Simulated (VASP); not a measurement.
A run of VASP 6.6.1 is set up as follows.

The input INCAR:

```
  PREC = Accurate
  ENCUT = 520
  EDIFF = 1E-6
  ISMEAR = -1
  SIGMA = 0.05
  LREAL = False
  LASPH = True
  NELM = 60
  ALGO = Normal
  ISIF = 2
  LWAVE = False
  LCHARG = False
  GGA = PE
  NBANDS = 11
```

The input KPOINTS:

```
regular mesh
0
Gamma
  9 9 9
```

Contents of POSCAR:

```
MgS
1.0
    0.0000000000      2.6526756995      2.6526756995
    2.6526756995      0.0000000000      2.6526756995
    2.6526756995      2.6526756995      0.0000000000
S Mg
1 1
Direct
    0.5000000000      0.5000000000      0.5000000000
    0.0000000000      0.0000000000      0.0000000000
```

Potentials or basis: VASP PAW PBE potentials, release 64 (S, Mg).

The run is started by

```bash
$ cat potpaw_PBE.64/S/POTCAR potpaw_PBE.64/Mg/POTCAR > POTCAR
$ mpirun -np 1 vasp_std > vasp.out
```

Q: What does it give for the pressure?

A: -3.2 GPa.

Q: What does it give for the band gap on the k mesh?

A: 2.77 eV, indirect (least direct gap 3.27 eV).

A k mesh can miss the band edges. A hybrid or GW would open this gap; PBE tends to underestimate it.
